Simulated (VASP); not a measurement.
A run of VASP 6.6.1 is set up as follows.

File INCAR:

```
SYSTEM = GaCo
  ALGO = Normal
  EDIFF = 1E-7
  ENCUT = 520
  GGA = PS
  ISIF = 2
  ISMEAR = 0
  ISPIN = 2
  LASPH = .TRUE.
  LCHARG = .FALSE.
  LMAXMIX = 4
  LORBIT = 11
  LREAL = .FALSE.
  LWAVE = .FALSE.
  MAGMOM = 0 1.31
  NBANDS = 22
  NELM = 150
  NUPDOWN = 1.2
  PREC = Accurate
  SIGMA = 0.05
```

KPOINTS

```
k-points
0
G
  10 10 10
  0 0 0
```

Contents of POSCAR:

```
GaCo
1.0
    2.8780000000      0.0000000000      0.0000000000
    0.0000000000      2.8780000000      0.0000000000
    0.0000000000      0.0000000000      2.8780000000
Ga Co
1 1
Direct
    0.5000000000      0.5000000000      0.5000000000
    0.0000000000      0.0000000000      0.0000000000
```

Potentials or basis: VASP PAW PBE potentials, release 64 (Ga_d, Co).

Launch:

```console
$ cat potpaw_PBE.64/Ga_d/POTCAR potpaw_PBE.64/Co/POTCAR > POTCAR
$ mpirun -np 1 vasp_std > vasp.out
```

Problem. Predict the pressure.

Solution. -0.9 GPa.

Caveat: the PAW data sets were made with another functional, which shifts forces and pressure a little; the total moment is fixed, so each spin has its own Fermi level.
